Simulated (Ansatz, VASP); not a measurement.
**Co: VASP beside Ansatz**

INCAR

```
SYSTEM = Co
PREC     = Accurate       ! precision mode
ENCUT    = 520            ! plane-wave cutoff, eV
EDIFF    = 1E-7           ! SCF threshold, eV
ISMEAR   = -1             ! smearing method
SIGMA    = 0.05           ! smearing width, eV
LREAL    = .False.        ! projectors in reciprocal space
LASPH    = .True.         ! aspherical terms in the spheres
NELM     = 150            ! most SCF steps
ALGO     = Normal         ! electronic algorithm
ISIF     = 2              ! what is computed and relaxed
LWAVE    = .False.        ! write WAVECAR
LCHARG   = .False.        ! write CHGCAR
ISPIN    = 2              ! spin polarisation
MAGMOM   = 1.944          ! initial moments
LORBIT   = 11             ! projections on sites
LMAXMIX  = 4              ! l up to which the mixer works
GGA      = RP             ! functional
NBANDS   = 14             ! bands
```

KPOINTS

```
Automatic mesh
0
Gamma
  15 15 15
  0 0 0
```

POSCAR

```
Co
1.0
    2.3335261152      0.0000000000      0.0000000000
    0.0000000000      2.3335261152      0.0000000000
    0.0000000000      0.0000000000      2.3335261152
Co
1
Direct
    0.0000000000      0.0000000000      0.0000000000
```

Input for Ansatz:

```yaml
crystal:
  lattice:
    - [2.3335261152, 0.0, 0.0]
    - [0.0, 2.3335261152, 0.0]
    - [0.0, 0.0, 2.3335261152]
  atoms:
    - { symbol: Co, position: [0.0, 0.0, 0.0], spin: 1.944 }
hamiltonian:
  xc: rpbe
  pseudopotentials:
    kind: paw
    azcp:
      Co: "pseudopotentials/Co.paw.azcp"
basis:
  ecutwfc: 420
  fft_grid_basis: typed
kpoints:
  mp_grid: { grid: [15, 15, 15], shift: [0, 0, 0] }
magnetization:
  spin_polarized: true
scf:
  occupations: { method: fermi_dirac, width: 0.05 }
  lower_state_search: "off"
output:
  stress: true
```

Alike in both runs: task single point; functional RPBE; k mesh 15 × 15 × 15; occupations fermi-dirac, width 0.05 eV; collinear spin.

|  | VASP | Ansatz |
| --- | --- | --- |
| version | VASP 6.6.1 | Ansatz 0.2.0 |
| potentials or method | VASP PAW PBE potentials, release 64 (Co), cutoff 520 eV | plane waves (420 eV) with PAW, scalar-relativistic |
| valence electrons in the cell | 9 | 17 |

Ansatz gave:

| Quantity | Value |
| --- | --- |
| pressure (GPa) | 6.1 |
| net moment per atom (μB) | 1.89 |
| size of the moment on the site where the two differ most (μB) | 1.91 |

Question: Estimate VASP's values.

Answer: Pressure (GPa): 5.3; net moment per atom (μB): 1.87; size of the moment on the site where the two differ most (μB): 1.88.

VASP's potentials were made for PBE, not for RPBE. Site moments also hang on the region over which each program counts them. VASP's potentials hold 9 valence electrons a cell and Ansatz's 17, so a difference there can come from the potentials and not from the codes.
